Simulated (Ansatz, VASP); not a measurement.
This is a calculation of Cu for Ansatz 0.2.0.

Contents of input.yaml:

```yaml
crystal:
  lattice:
    - [0.0, 1.8075, 1.8075]
    - [1.8075, 0.0, 1.8075]
    - [1.8075, 1.8075, 0.0]
  atoms:
    - { symbol: Cu, position: [0.0, 0.0, 0.0] }
hamiltonian:
  xc: rpbe
  pseudopotentials: { kind: paw }
kpoints:
  mp_grid: { grid: [13, 13, 13] }
scf:
  occupations: { method: fermi_dirac, width: 0.05 }
output:
  forces: true
  stress: true
relax:
  f_tol: 0.01
  max_steps: 40
  cell: { stress_tol: 0.05 }
```

Potentials or basis: Ansatz PAW.

Run with:

```bash
$ ansatz run input.yaml --threads 2 --pin off --max-ram 5120MiB --backend cpu --events-out ev --progress --plain --runs-dir out
```

**Question.** Set up the same calculation for VASP 6.6.1. Potentials there: VASP PAW PBE potentials, release 64 (Cu).

**Answer.** As run (the cutoff follows the program's own potentials):

The input INCAR:

```
SYSTEM = Cu
PREC = Accurate
ENCUT = 600
EDIFF = 1E-7
ISMEAR = -1
SIGMA = 0.05
LREAL = .False.
LASPH = .True.
NELM = 120
ALGO = Normal
ISIF = 3
LWAVE = .False.
LCHARG = .False.
GGA = RP
IBRION = 2
NSW = 60
EDIFFG = -0.01
GGA_COMPAT = .False.
NELMIN = 4
```

KPOINTS

```
Automatic mesh
0
Gamma
  13 13 13
  0 0 0
```

File POSCAR:

```
Cu
1.0
    0.0000000000      1.8075000000      1.8075000000
    1.8075000000      0.0000000000      1.8075000000
    1.8075000000      1.8075000000      0.0000000000
Cu
1
Direct
    0.0000000000      0.0000000000      0.0000000000
```

Potentials or basis: VASP PAW PBE potentials, release 64 (Cu).

The run is started by

```sh
$ cat potpaw_PBE.64/Cu/POTCAR > POTCAR
$ mpirun -np 1 vasp_std > vasp.out
```

Both were run:

|  | VASP | Ansatz | Ansatz less VASP |
| --- | --- | --- | --- |
| relaxed volume (Å³/atom) | 12.44 | 12.38 | -0.062 |
| relaxed cell length with the largest relative difference (Å) | 2.601 | 2.596 | -0.0044 |

VASP's potentials were made for PBE, not for RPBE. VASP's potentials hold 11 valence electrons a cell and Ansatz's 19, so a difference there can come from the potentials and not from the codes.

Noted on Ansatz's run: the plane-wave basis is chosen anew once the cell has moved, so the energies of steps on either side of that aren't comparable.
